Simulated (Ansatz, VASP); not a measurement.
**One calculation of H, two programs**

INCAR

```
PREC = Accurate ; ENCUT = 520
EDIFF = 1E-6 ; ISMEAR = -1
SIGMA = 0.02 ; LREAL = Auto
LASPH = T ; NELM = 80
ALGO = Normal ; ISIF = 2
LWAVE = F ; LCHARG = F
GGA = PE ; NBANDS = 22
```

File KPOINTS:

```
regular mesh
0
Gamma
  6 6 6
```

POSCAR

```
H
1.0
   -3.3830689400      3.3830689400     -4.1169479800
   -3.3830689400     -3.3830689400      4.1169479800
    3.3830689400      3.3830689400      4.1169479800
H
16
Direct
    0.4993416452      0.0443055088      0.4955876927
    0.5557574301      0.4122481243      0.5216504016
    0.1133520724      0.9594223774      0.5414296604
    0.9566016157      0.4930915466      0.4805815047
    0.5629902865      0.0354680661      0.0314721032
    0.3866458793      0.4332332058      0.8738899580
    0.9474916299      0.9888460979      0.8632047934
    0.9421616676      0.5166054244      0.9244536391
    0.3843494723      0.4336520601      0.9904573854
    0.4153412523      0.9782630988      0.9762899816
    0.0550686127      0.6249765049      0.0531908161
    0.9662452448      0.0332789658      0.9889618182
    0.5440824788      0.4700181896      0.6291116860
    0.6311716082      0.0473899811      0.5399261227
    0.0639022713      0.5884827383      0.6155787071
    0.9754968329      0.9407181100      0.4742137297
```

Input for Ansatz:

```yaml
crystal:
  lattice:
    - [-3.38306894, 3.38306894, -4.11694798]
    - [-3.38306894, -3.38306894, 4.11694798]
    - [3.38306894, 3.38306894, 4.11694798]
  atoms:
    - { symbol: H, position: [0.4993416452, 0.0443055088, 0.4955876927] }
    - { symbol: H, position: [0.5557574301, 0.4122481243, 0.5216504016] }
    - { symbol: H, position: [0.1133520724, 0.9594223774, 0.5414296604] }
    - { symbol: H, position: [0.9566016157, 0.4930915466, 0.4805815047] }
    - { symbol: H, position: [0.5629902865, 0.0354680661, 0.0314721032] }
    - { symbol: H, position: [0.3866458793, 0.4332332058, 0.873889958] }
    - { symbol: H, position: [0.9474916299, 0.9888460979, 0.8632047934] }
    - { symbol: H, position: [0.9421616676, 0.5166054244, 0.9244536391] }
    - { symbol: H, position: [0.3843494723, 0.4336520601, 0.9904573854] }
    - { symbol: H, position: [0.4153412523, 0.9782630988, 0.9762899816] }
    - { symbol: H, position: [0.0550686127, 0.6249765049, 0.0531908161] }
    - { symbol: H, position: [0.9662452448, 0.0332789658, 0.9889618182] }
    - { symbol: H, position: [0.5440824788, 0.4700181896, 0.629111686] }
    - { symbol: H, position: [0.6311716082, 0.0473899811, 0.5399261227] }
    - { symbol: H, position: [0.0639022713, 0.5884827383, 0.6155787071] }
    - { symbol: H, position: [0.9754968329, 0.94071811, 0.4742137297] }
basis:
  ecutwfc: 420
kpoints:
  mp_grid: { grid: [6, 6, 6] }
hamiltonian:
  xc: pbe
scf:
  occupations: { method: fermi_dirac, width: 0.02 }
output:
  forces: true
  stress: true
  eigenvalues: true
  populations: true
  write_density: true
  write_potential: true
  elf: true
  volumetric_format: npy
```

Alike in both runs: task single point; functional PBE; k mesh 6 × 6 × 6; occupations fermi-dirac, width 0.02 eV; no spin polarisation.

|  | VASP | Ansatz |
| --- | --- | --- |
| version | VASP 6.6.1 | Ansatz 0.2.0 |
| potentials or method | VASP PAW PBE potentials, release 64 (H), cutoff 520 eV | scalar-relativistic, plane waves, PAW |
| valence electrons in the cell | 16 | 16 |

|  | VASP | Ansatz | Ansatz less VASP |
| --- | --- | --- | --- |
| gap on the k mesh at the Fermi level (eV) | 8.60 | 8.60 | 0.000 |
| least direct gap on the mesh (eV) | 8.71 | 8.71 | 0.000 |
| pressure (GPa) | 0.9 | 1.1 | +0.22 |
| traceless stress, the component that is largest in VASP (GPa) | -0.43 | -0.43 | +0.006 |
| rms of the force components (eV/Å) | 0.301 | 0.305 | +0.0038 |

Atom by atom the forces differ by 0.007 eV/Å (rms over components).
